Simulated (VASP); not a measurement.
# NaF (rocksalt type) (Fm-3m) in VASP: a series of runs, part 2 of 2

VASP 6.6.1. The steps go on from the part before.

**4. Single point, PBE**

The input, INCAR:

```
SYSTEM = NaF
PREC = Accurate
ENCUT = 520
EDIFF = 1E-6
ISMEAR = -1
SIGMA = 0.01
LREAL = .False.
LASPH = .True.
NELM = 100
ALGO = Normal
ISIF = 2
LWAVE = .False.
LCHARG = .True.
GGA = PE
LELF = .True.
LVHAR = .True.
NBANDS = 14
```

The input, KPOINTS:

```
Automatic mesh
0
Gamma
  16 16 16
  0 0 0
```

The input, POSCAR:

```
NaF
1.0
    0.0000000000      2.3505696169      2.3505696169
    2.3505696169      0.0000000000      2.3505696169
    2.3505696169      2.3505696169      0.0000000000
Na F
1 1
Direct
    0.0000000000      0.0000000000      0.0000000000
    0.5000000000      0.5000000000      0.5000000000
```

Potentials or basis: VASP PAW PBE potentials, release 64 (Na_pv, F).

Started as:

```bash
cat potpaw_PBE.64/Na_pv/POTCAR potpaw_PBE.64/F/POTCAR > POTCAR
mpirun -np 1 vasp_std > vasp.out
```

OUTCAR:

```text
SYSTEM = NaF
   PREC = Accurate
   ENCUT = 520
   EDIFF = 1E-6
   ISMEAR = -1
   LREAL = .False.
   LASPH = .True.
   NELM = 100
   ISIF = 2
   GGA = PE

 ion  position               nearest neighbor table
   1  0.000  0.000  0.000-
   2  0.500  0.500  0.500-

  LATTYP: Found a face centered cubic cell.
 ALAT       =     4.7011392338

  Lattice vectors:

 A1 = (   0.0000000000,   2.3505696169,   2.3505696169)
 A2 = (   2.3505696169,   0.0000000000,   2.3505696169)
 A3 = (   2.3505696169,   2.3505696169,   0.0000000000)

Analysis of symmetry for initial positions (statically):
=====================================================================
 Subroutine PRICEL returns:
 Original cell was already a primitive cell.

 Routine SETGRP: Setting up the symmetry group for a
 face centered cubic supercell.

 Subroutine GETGRP returns: Found 48 space group operations
 (whereof 48 operations were pure point group operations)
 out of a pool of 48 trial point group operations.

The static configuration has the point symmetry O_h .

Analysis of symmetry for dynamics (positions and initial velocities):
=====================================================================
 Subroutine PRICEL returns:
 Original cell was already a primitive cell.

 Routine SETGRP: Setting up the symmetry group for a
 face centered cubic supercell.

 Subroutine GETGRP returns: Found 48 space group operations
 (whereof 48 operations were pure point group operations)
 out of a pool of 48 trial point group operations.

The dynamic configuration has the point symmetry O_h .

 Subroutine INISYM returns: Found 48 space group operations
 (whereof 48 operations are pure point group operations),
 and found     1 'primitive' translations

----------------------------------------------------------------------------------------

                                     Primitive cell

  volume of cell :      25.9746

[... 111 lines left out ...]
  Thomas-Fermi vector in A             =   2.461243
   LORBIT       =      0    0 simple, 1 ext, 2 COOP (PROOUT), +10 PAW based schemes
   GGA     = PE    functional components
   LHFCALC =     F    Hartree Fock is set to
   AEXX    =    0.0000 exact exchange contribution
   IVDW    =     0    specifies the selected vdW correction
   LEPSILON=     F    determine dielectric tensor
   LRPA    =     F    only Hartree local field effects (RPA)
 non-spin polarized calculation
  energy-cutoff  :      520.00
  volume of cell :       25.97
 maximum number of plane-waves:       725
 NGX is ok and might be reduce to    28
   NGX = 13   NGY = 13   NGZ = 13

 number of electron      14.0000002 magnetization

 Free energy of the ion-electron system (eV)
  ---------------------------------------------------
  ext. energy  EPLUGINS =         0.00000000
  ---------------------------------------------------
  free energy    TOTEN  =        -8.56944432 eV

  energy without entropy =       -8.56944432  energy(sigma->0) =       -8.56944432

 E-fermi :  -1.9410     XC(G=0):  -8.9516

 val. band max:       -2.2657692721   @ k =   0.0000   0.0000   0.0000
 cond. band min:       3.8059009319   @ k =   0.0000   0.0000   0.0000
 fundamental gap:      6.0716702040
 Fermi energy:        -1.9409768395

 k-point     1 :       0.0000    0.0000    0.0000
  band No.  band energies     occupation
      1     -21.3702      2.00000
      2     -21.3437      2.00000
      3     -21.3437      2.00000
      4     -21.3437      2.00000
      5      -2.2658      2.00000
      6      -2.2658      2.00000
      7      -2.2658      2.00000
      8       3.8059      0.00000
      9      16.4009      0.00000
     10      16.4009      0.00000
     11      16.4009      0.00000
     12      19.1754      0.00000
     13      21.3044      0.00000
     14      21.3044      0.00000
[... 377 lines left out ...]
      1     -21.5823      2.00000
      2     -21.3471      2.00000
      3     -21.3437      2.00000
      4     -21.1175      2.00000
      5      -2.4528      2.00000
      6      -2.2988      2.00000
      7      -2.2858      2.00000
      8       4.1672      0.00000
      9      15.1396      0.00000
     10      16.4252      0.00000
     11      16.6116      0.00000
     12      20.5695      0.00000
     13      20.6440      0.00000
     14      21.1156      0.00000

 [... further k-points ...]
[... 5 lines left out ...]
  --------------------------------------------------------------------------------------
  -------------------------------------------------------------------------------------
  Total       -0.0260316     -0.0260316     -0.0260316      0.0000000     -0.0000000     -0.0000000
  in kB       -1.6056884     -1.6056884     -1.6056884      0.0000000     -0.0000000     -0.0000000
  external PRESSURE =      -1.6056884 kB  Pullay stress =       0.0000000 kB

 VOLUME and BASIS-vectors are now :
 -----------------------------------------------------------------------------
  energy-cutoff  :      520.00
  volume of cell :       25.97
      direct lattice vectors                 reciprocal lattice vectors
     0.000000000  2.350569617  2.350569617    -0.212714398  0.212714398  0.212714398
     2.350569617  0.000000000  2.350569617     0.212714398 -0.212714398  0.212714398
     2.350569617  2.350569617  0.000000000     0.212714398  0.212714398 -0.212714398

 POSITION                                       TOTAL-FORCE (eV/Angst)
 -----------------------------------------------------------------------------------
      0.00000      0.00000      0.00000        -0.000000     -0.000000     -0.000000
      2.35057      2.35057      2.35057         0.000000      0.000000      0.000000
 -----------------------------------------------------------------------------------
    total drift:                                0.000000      0.000000      0.000000

  FREE ENERGIE OF THE ION-ELECTRON SYSTEM (eV)
  ---------------------------------------------------
  free  energy   TOTEN  =        -8.5694443155 eV

  energy  without entropy=       -8.5694443155  energy(sigma->0) =       -8.56944432
```

OSZICAR:

```text
N       E                     dE             d eps       ncg     rms          rms(c)
DAV:   1     0.109930530961E+03    0.10993E+03   -0.77226E+03  4128   0.121E+03
DAV:   2    -0.374476092606E+01   -0.11368E+03   -0.10502E+03  4372   0.337E+02
DAV:   3    -0.942774641729E+01   -0.56830E+01   -0.56717E+01  5134   0.698E+01
DAV:   4    -0.947302865244E+01   -0.45282E-01   -0.45280E-01  4528   0.668E+00
DAV:   5    -0.947348626419E+01   -0.45761E-03   -0.45761E-03  5050   0.676E-01    0.542E+00
DAV:   6    -0.857831296538E+01    0.89517E+00   -0.31813E+00  4884   0.145E+01    0.186E+00
DAV:   7    -0.856738778113E+01    0.10925E-01   -0.30642E-02  4222   0.205E+00    0.106E+00
DAV:   8    -0.856884024273E+01   -0.14525E-02   -0.30628E-02  4330   0.359E+00    0.154E-01
DAV:   9    -0.856960388470E+01   -0.76364E-03   -0.46551E-03  5116   0.620E-01    0.140E-01
DAV:  10    -0.856944516563E+01    0.15872E-03   -0.97137E-04  4444   0.334E-01    0.139E-02
DAV:  11    -0.856944387745E+01    0.12882E-05   -0.33278E-05  4924   0.864E-02    0.390E-03
DAV:  12    -0.856944431555E+01   -0.43810E-06   -0.17760E-06  4564   0.168E-02
   1 F= -.85694443E+01 E0= -.85694443E+01  d E =-.207218E-16
```

stdout:

```text
POSCAR found type information on POSCAR NaF
 POSCAR found :  2 types and       2 ions
 scaLAPACK will be used
 LDA part: xc-table for (Slater+PW92), standard interpolation
 POSCAR, INCAR and KPOINTS ok, starting setup
 FFT: planning ... GRIDC
 FFT: planning ... GRID_SOFT
 FFT: planning ... GRID
 WAVECAR not read
 entering main loop
```

Run time: 26 s. Hardware: 1 thread of Intel Xeon 6975P-C (Granite Rapids), shared host; peak memory 0.18 GiB.

What came out:

```yaml
Free_energy: -8.5694 eV
Pressure: -0.2 GPa
Band_gap_on_the_k_mesh: 6.07 eV
```

Levels at points of the mesh, in eV from the valence-band top:
```
           k point  band 3  band 4  band 5  band 6  band 7  band 8  band 9  band 10  band 11  band 12
(0.00, 0.00, 0.00)  -19.08  -19.08    0.00    0.00    0.00    6.07   18.67    18.67    18.67    21.44
(0.50, 0.00, 0.00)  -19.09  -18.28   -1.50   -0.23   -0.23   10.52   12.10    19.64    19.64    22.40
(0.50, 0.50, 0.00)  -19.12  -18.88   -1.21   -0.38   -0.38   12.80   13.15    13.18    19.21    19.21
```

A k mesh can miss the band edges.

**5. Overview**

| smearing | gap on the mesh (eV) | pressure (GPa) |
| --- | --- | --- |
| fermi-dirac 0.15 eV | 6.07 | -0.2 |
| gaussian 0.2 eV | 6.07 | -0.2 |
| fermi-dirac 0.01 eV | 6.07 | -0.2 |

Alike in all rows: task single point; level PBE; potentials or basis VASP PAW PBE potentials, release 64 (Na_pv, F); no spin polarisation; cell as given; k mesh 16 × 16 × 16; cutoff (eV) 520.

Total energies depend on the potentials used, so only differences within one code and one set of settings carry meaning.
